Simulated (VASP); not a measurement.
# ScRu3 (Pm-3m) in VASP: a series of runs

ScRu3 is run at these levels: PBEsol+D3(BJ), PBEsol+D4, PBEsol; tasks: single point.

Program: VASP 6.6.1. These are calculated values, not measurements. Logs are shortened: lines on timing, memory, paths and dates and some standing lists are left out, and cuts for length are marked.

## Step 1: The cell of the first run

The structure is cubic, space group Pm-3m (No. 221). The conventional cell has a = 3.841 Å, b = 3.841 Å, c = 3.841 Å, α = 90.00°, β = 90.00°, γ = 90.00°. Ru (site symmetry 4/mmm) has 8 Ru at 2.72 Å and 4 Sc at 2.72 Å within 3.6 Å. Sc (site symmetry m-3m) has 12 Ru at 2.72 Å within 3.6 Å.

## Step 2: Single point, PBEsol+D3(BJ)

File INCAR:

```
SYSTEM = ScRu3
ALGO = Normal
EDIFF = 1E-6
ENCUT = 520
GGA = PS
ISIF = 2
ISMEAR = -1
IVDW = 12
LASPH = .TRUE.
LCHARG = .FALSE.
LREAL = .FALSE.
LWAVE = .FALSE.
NBANDS = 34
NELM = 60
PREC = Accurate
SIGMA = 0.05
```

File KPOINTS:

```
k-points
0
G
  7 7 7
  0 0 0
```

File POSCAR:

```
ScRu3
1.0
    3.8410466761      0.0000000000      0.0000000000
    0.0000000000      3.8410466761      0.0000000000
    0.0000000000      0.0000000000      3.8410466761
Ru Sc
3 1
Direct
    0.5000000000      0.5000000000      0.0000000000
    0.5000000000      0.0000000000      0.5000000000
    0.0000000000      0.5000000000      0.5000000000
    0.0000000000      0.0000000000      0.0000000000
```

Potentials or basis: VASP PAW PBE potentials, release 64 (Ru_pv, Sc_sv).

Started as:

```console
$ cat potpaw_PBE.64/Ru_pv/POTCAR potpaw_PBE.64/Sc_sv/POTCAR > POTCAR
$ mpirun -np 1 vasp_std > vasp.out
```

OUTCAR:

```text
SYSTEM = ScRu3
   EDIFF = 1E-6
   ENCUT = 520
   GGA = PS
   ISIF = 2
   ISMEAR = -1
   IVDW = 12
   LASPH = .TRUE.
   LREAL = .FALSE.
   NELM = 60
   PREC = Accurate
 IVDW          = 12

 ion  position               nearest neighbor table
   1  0.500  0.500  0.000-   2 2.72   3 2.72   4 2.72   2 2.72   3 2.72   2 2.72   4 2.72   2 2.72
                             3 2.72   4 2.72   3 2.72   4 2.72
   2  0.500  0.000  0.500-   1 2.72   3 2.72   4 2.72   1 2.72   4 2.72   1 2.72   3 2.72   1 2.72
                             3 2.72   4 2.72   4 2.72   3 2.72
   3  0.000  0.500  0.500-   1 2.72   2 2.72   4 2.72   1 2.72   4 2.72   2 2.72   4 2.72   4 2.72
                             1 2.72   2 2.72   1 2.72   2 2.72
   4  0.000  0.000  0.000-   1 2.72   2 2.72   3 2.72   2 2.72   3 2.72   1 2.72   3 2.72   3 2.72
                             1 2.72   2 2.72   2 2.72   1 2.72

  LATTYP: Found a simple cubic cell.
 ALAT       =     3.8410466761

  Lattice vectors:

 A1 = (   3.8410466761,   0.0000000000,   0.0000000000)
 A2 = (   0.0000000000,   3.8410466761,   0.0000000000)
 A3 = (   0.0000000000,   0.0000000000,   3.8410466761)

Analysis of symmetry for initial positions (statically):
=====================================================================
 Subroutine PRICEL returns:
 Original cell was already a primitive cell.

 Routine SETGRP: Setting up the symmetry group for a
 simple cubic supercell.

 Subroutine GETGRP returns: Found 48 space group operations
 (whereof 48 operations were pure point group operations)
 out of a pool of 48 trial point group operations.

The static configuration has the point symmetry O_h .

Analysis of symmetry for dynamics (positions and initial velocities):
=====================================================================
 Subroutine PRICEL returns:
 Original cell was already a primitive cell.

 Routine SETGRP: Setting up the symmetry group for a
 simple cubic supercell.

 Subroutine GETGRP returns: Found 48 space group operations
 (whereof 48 operations were pure point group operations)
 out of a pool of 48 trial point group operations.

The dynamic configuration has the point symmetry O_h .

 Subroutine INISYM returns: Found 48 space group operations
 (whereof 48 operations are pure point group operations),
 and found     1 'primitive' translations

----------------------------------------------------------------------------------------

                                     Primitive cell

  volume of cell :      56.6694
[... 88 lines left out ...]
   EDIFF  = 0.1E-05   stopping-criterion for ELM
   LREAL  =      F    real-space projection
   EDIFFG = 0.1E-04   stopping-criterion for IOM
   NSW    =      0    number of steps for IOM
   IBRION =     -1    ionic relax: 0-MD 1-quasi-New 2-CG
   NFREE  =      0    steps in history (QN), initial steepest desc. (CG)
   ISIF   =      2    stress and relaxation
   ISYM   =      2    0-nonsym 1-usesym 2-fastsym
   POTIM  = 0.5000    time-step for ionic-motion
   TEBEG  =    0.0;   TEEND  =   0.0 temperature during run
   PSTRESS=    0.0 pullay stress
   NELECT =      53.0000    total number of electrons
   NUPDOWN=      -1.0000    fix difference up-down
   EMIN   =  10.00;   EMAX   =-10.00  energy-range for DOS
   EFERMI =   0.00;   METHOD = LEGACY
   ISMEAR =    -1;   SIGMA  =   0.05  broadening in eV -4-tet -1-fermi 0-gaus
   EFERMI_NEDOS =   21; number of points for ismear=-14 and -15
   IALGO  =     38    algorithm
   IMIX   =      4    mixing-type and parameters
     AMIX     =   0.40;   BMIX     =  1.00
     AMIX_MAG =   1.60;   BMIX_MAG =  1.00
  volume/ion in A,a.u.               =      14.17        95.61
  Fermi-wavevector in a.u.,A,eV,Ry     =   1.600972  3.025399 34.873268  2.563113
  Thomas-Fermi vector in A             =   2.698024
   LORBIT       =      0    0 simple, 1 ext, 2 COOP (PROOUT), +10 PAW based schemes
   GGA     = PS    functional components
   LHFCALC =     F    Hartree Fock is set to
   AEXX    =    0.0000 exact exchange contribution
   IVDW    =    12    specifies the selected vdW correction
   LEPSILON=     F    determine dielectric tensor
   LRPA    =     F    only Hartree local field effects (RPA)
 non-spin polarized calculation
  energy-cutoff  :      520.00
  volume of cell :       56.67
 maximum number of plane-waves:      1551
 NGX is ok and might be reduce to    30
   NGX = 15   NGY = 15   NGZ = 15

 number of electron      53.0000028 magnetization

 Free energy of the ion-electron system (eV)
  ---------------------------------------------------
  ext. energy  EPLUGINS =         0.00000000
  ---------------------------------------------------
  free energy    TOTEN  =       -37.05773823 eV

  energy without entropy =      -36.98817391  energy(sigma->0) =      -37.02295607

 E-fermi :  10.4510     XC(G=0): -13.6184

 val. band max:       10.4474820368   @ k =   0.4286   0.1429   0.1429
 cond. band min:      10.4721754938   @ k =   0.4286   0.1429   0.0000
 fundamental gap:      0.0246934570
 Fermi energy:        10.4509839488

 k-point     1 :       0.0000    0.0000    0.0000
  band No.  band energies     occupation
      1     -37.2061      2.00000
      2     -32.1077      2.00000
      3     -32.1077      2.00000
      4     -32.1077      2.00000
      5     -31.6612      2.00000
      6     -31.6612      2.00000
[... 729 lines left out ...]
     33      14.9227      0.00000
     34      14.9239      0.00000

------------------------ aborting loop because EDIFF is reached ----------------------------------------

 Edisp (eV)   -2.38291

 E8    (eV) :    -1.6418

  FORCE on cell =-STRESS in cart. coord.  units (eV):
  Direction    XX          YY          ZZ          XY          YZ          ZX
  --------------------------------------------------------------------------------------
  -------------------------------------------------------------------------------------
  Total       0.12667     0.12667     0.12667     0.00000     0.00000    -0.00000
  in kB       3.58129     3.58129     3.58129     0.00000     0.00000    -0.00000
  external pressure =        3.58 kB  Pullay stress =        0.00 kB

 VOLUME and BASIS-vectors are now :
 -----------------------------------------------------------------------------
  energy-cutoff  :      520.00
  volume of cell :       56.67
      direct lattice vectors                 reciprocal lattice vectors
     3.841046676  0.000000000  0.000000000     0.260345704  0.000000000  0.000000000
     0.000000000  3.841046676  0.000000000     0.000000000  0.260345704  0.000000000
     0.000000000  0.000000000  3.841046676     0.000000000  0.000000000  0.260345704

 POSITION                                       TOTAL-FORCE (eV/Angst)
 -----------------------------------------------------------------------------------
      1.92052      1.92052      0.00000         0.000000      0.000000      0.000000
      1.92052      0.00000      1.92052         0.000000      0.000000      0.000000
      0.00000      1.92052      1.92052         0.000000      0.000000      0.000000
      0.00000      0.00000      0.00000         0.000000      0.000000      0.000000
 -----------------------------------------------------------------------------------
    total drift:                                0.000000      0.000000     -0.000000

  FREE ENERGIE OF THE ION-ELECTRON SYSTEM (eV)
  ---------------------------------------------------
  free  energy   TOTEN  =       -39.4406532027 eV

  energy  without entropy=      -39.3710888870  energy(sigma->0) =      -39.40587104
```

OSZICAR:

```text
N       E                     dE             d eps       ncg     rms          rms(c)
DAV:   1     0.683995900904E+03    0.68400E+03   -0.28748E+04  1376   0.177E+03
DAV:   2    -0.150331636810E+01   -0.68550E+03   -0.67409E+03  1368   0.587E+02
DAV:   3    -0.378414841299E+02   -0.36338E+02   -0.33447E+02  1896   0.132E+02
DAV:   4    -0.394790548378E+02   -0.16376E+01   -0.16153E+01  1920   0.329E+01
DAV:   5    -0.395018746212E+02   -0.22820E-01   -0.22791E-01  1936   0.308E+00    0.240E+01
DAV:   6    -0.373958786769E+02    0.21060E+01   -0.73213E+00  1454   0.189E+01    0.689E+00
DAV:   7    -0.371339019029E+02    0.26198E+00   -0.15630E+00  1942   0.113E+01    0.318E+00
DAV:   8    -0.370669019383E+02    0.67000E-01   -0.32811E-01  1930   0.401E+00    0.950E-01
DAV:   9    -0.370586856867E+02    0.82163E-02   -0.27761E-02  2042   0.133E+00    0.229E-01
DAV:  10    -0.370577378505E+02    0.94784E-03   -0.55792E-03  1918   0.673E-01    0.625E-02
DAV:  11    -0.370577440190E+02   -0.61684E-05   -0.13846E-04  2046   0.104E-01    0.183E-02
DAV:  12    -0.370577387911E+02    0.52278E-05   -0.26104E-05  2002   0.362E-02    0.559E-03
DAV:  13    -0.370577382276E+02    0.56349E-06   -0.67157E-07   864   0.673E-03
   1 F= -.39440653E+02 E0= -.39405871E+02  d E =-.695643E-01
```

Wall time 64 s (1 thread of Intel Xeon 8259CL, shared host); peak memory 0.2 GiB.

What came out:

- Free energy: -39.4407 eV
- Pressure: 0.4 GPa
- Band gap on the k mesh: zero (an odd number of electrons rules out a gap without spin polarisation)
- Dispersion energy per atom: -0.596 eV

Caveat: the PAW data sets were made with another functional, which shifts forces and pressure a little.

## Step 3: Single point, PBEsol+D3(BJ)

This run uses another cell than the first one, of 14.27 Å³/atom.

File INCAR:

```
SYSTEM = ScRu3
ALGO = Fast
EDIFF = 1E-6
ENCUT = 520
GGA = PS
ISIF = 2
ISMEAR = -1
IVDW = 12
LASPH = .True.
LCHARG = .False.
LREAL = .False.
LWAVE = .False.
NBANDS = 34
NELM = 80
PREC = Accurate
SIGMA = 0.05
```

File KPOINTS:

```
k-points
0
Gamma
  7 7 7
  0 0 0
```

File POSCAR:

```
ScRu3
1.0
    3.8506496228      0.0000000000      0.0000000000
    0.0000000000      3.8506496228      0.0000000000
    0.0000000000      0.0000000000      3.8506496228
Ru Sc
3 1
Direct
    0.5000000000      0.5000000000      0.0000000000
    0.5000000000      0.0000000000      0.5000000000
    0.0000000000      0.5000000000      0.5000000000
    0.0000000000      0.0000000000      0.0000000000
```

Potentials or basis: VASP PAW PBE potentials, release 64 (Ru_pv, Sc_sv).

Started as:

```console
$ cat potpaw_PBE.64/Ru_pv/POTCAR potpaw_PBE.64/Sc_sv/POTCAR > POTCAR
$ mpirun -np 1 vasp_std > vasp.out
```

Run time: 1.7 min. Hardware: 1 thread of Intel Xeon 8259CL, shared host; peak memory 0.19 GiB.

Results (log left out):

```
Free energy                : -39.4395 eV
Pressure                   : -1.4 GPa
Band gap on the k mesh     : zero (an odd number of electrons rules out a gap without spin polarisation)
Dispersion energy per atom : -0.591 eV
```

Levels at points of the mesh, in eV from the Fermi level:
| k point | band 24 | band 25 | band 26 | band 27 | band 28 | band 29 | band 30 | band 31 |
| --- | --- | --- | --- | --- | --- | --- | --- | --- |
| (0.00, 0.00, 0.00) | 0.79 | 0.79 | 2.03 | 2.55 | 2.55 | 2.55 | 4.21 | 4.21 |

Caveat: three body term missing; the PAW data sets were made with another functional, which shifts forces and pressure a little.

## Step 4: Single point, PBEsol+D4

This run uses another cell than the first one, of 14.39 Å³/atom.

File INCAR:

```
ALGO = Fast
EDIFF = 1E-6
ENCUT = 520
GGA = PS
ISIF = 2
ISMEAR = -1
IVDW = 13
LASPH = T
LCHARG = F
LREAL = F
LWAVE = F
NBANDS = 34
NELM = 60
PREC = Accurate
SIGMA = 0.05
```

File KPOINTS:

```
k-points
0
Gamma
  7 7 7
```

File POSCAR:

```
ScRu3
1.0
    3.8613222013      0.0000000000      0.0000000000
    0.0000000000      3.8613222013      0.0000000000
    0.0000000000      0.0000000000      3.8613222013
Ru Sc
3 1
Direct
    0.5000000000      0.5000000000      0.0000000000
    0.5000000000      0.0000000000      0.5000000000
    0.0000000000      0.5000000000      0.5000000000
    0.0000000000      0.0000000000      0.0000000000
```

Started as:

```console
$ cat potpaw_PBE.64/Ru_pv/POTCAR potpaw_PBE.64/Sc_sv/POTCAR > POTCAR
$ mpirun -np 1 vasp_std > vasp.out
```

Run time: 1.7 min. Hardware: 1 thread of Intel Xeon 8259CL, shared host; peak memory 0.18 GiB.

It converged, with:

```
Free energy                : -38.2142 eV
Pressure                   : 0.3 GPa
Band gap on the k mesh     : zero (an odd number of electrons rules out a gap without spin polarisation)
Dispersion energy per atom : -0.282 eV
```

Levels at points of the mesh, in eV from the Fermi level:
| k point | band 25 | band 26 | band 27 | band 28 | band 29 | band 30 |
| --- | --- | --- | --- | --- | --- | --- |
| (0.00, 0.00, 0.00) | 0.78 | 2.00 | 2.52 | 2.52 | 2.52 | 4.17 |

Caveat: the PAW data sets were made with another functional, which shifts forces and pressure a little.

## Step 5: Single point, PBEsol

This run uses another cell than the first one, of 14.58 Å³/atom.

File INCAR:

```
ALGO = Normal ; EDIFF = 1E-6
ENCUT = 520 ; GGA = PS
ISIF = 2 ; ISMEAR = -1
LASPH = True ; LCHARG = False
LREAL = False ; LWAVE = False
NBANDS = 34 ; NELM = 60
PREC = Accurate ; SIGMA = 0.05
```

KPOINTS is that of step 4.

File POSCAR:

```
ScRu3
1.0
    3.8775859269      0.0000000000      0.0000000000
    0.0000000000      3.8775859269      0.0000000000
    0.0000000000      0.0000000000      3.8775859269
Ru Sc
3 1
Direct
    0.5000000000      0.5000000000      0.0000000000
    0.5000000000      0.0000000000      0.5000000000
    0.0000000000      0.5000000000      0.5000000000
    0.0000000000      0.0000000000      0.0000000000
```

Started as:

```console
$ cat potpaw_PBE.64/Ru_pv/POTCAR potpaw_PBE.64/Sc_sv/POTCAR > POTCAR
$ mpirun -np 1 vasp_std > vasp.out
```

It took 66 s on 1 thread of Intel Xeon 8259CL, shared host; peak memory 0.18 GiB.

Results (log left out):

* Free energy: -37.0959 eV
* Pressure: 0.3 GPa
* Band gap on the k mesh: zero (an odd number of electrons rules out a gap without spin polarisation)

Levels at points of the mesh, in eV from the Fermi level:
```csv
k point,band 24,band 25,band 26,band 27,band 28,band 29,band 30,band 31
"(0.00, 0.00, 0.00)",0.77,0.77,1.96,2.46,2.46,2.46,4.11,4.11
```

Caveat: the PAW data sets were made with another functional, which shifts forces and pressure a little.

## Step 6: Overview

| level | cell | gap on the mesh (eV) | pressure (GPa) |
| --- | --- | --- | --- |
| PBEsol+D3(BJ) | a = 3.841 Å, 4 atoms | none | 0.4 |
| PBEsol+D3(BJ) | a = 3.851 Å, 4 atoms | none | -1.4 |
| PBEsol+D4 | a = 3.861 Å, 4 atoms | none | 0.3 |
| PBEsol | a = 3.878 Å, 4 atoms | none | 0.3 |

Alike in all rows: task single point; potentials or basis VASP PAW PBE potentials, release 64 (Ru_pv, Sc_sv); no spin polarisation; k mesh 7 × 7 × 7; cutoff (eV) 520; smearing fermi-dirac 0.05 eV.

Caveats: the PAW data sets were made with another functional, which shifts forces and pressure a little; three body term missing (at least some runs).

Total energies depend on the potentials used, so only differences within one code and one set of settings carry meaning.
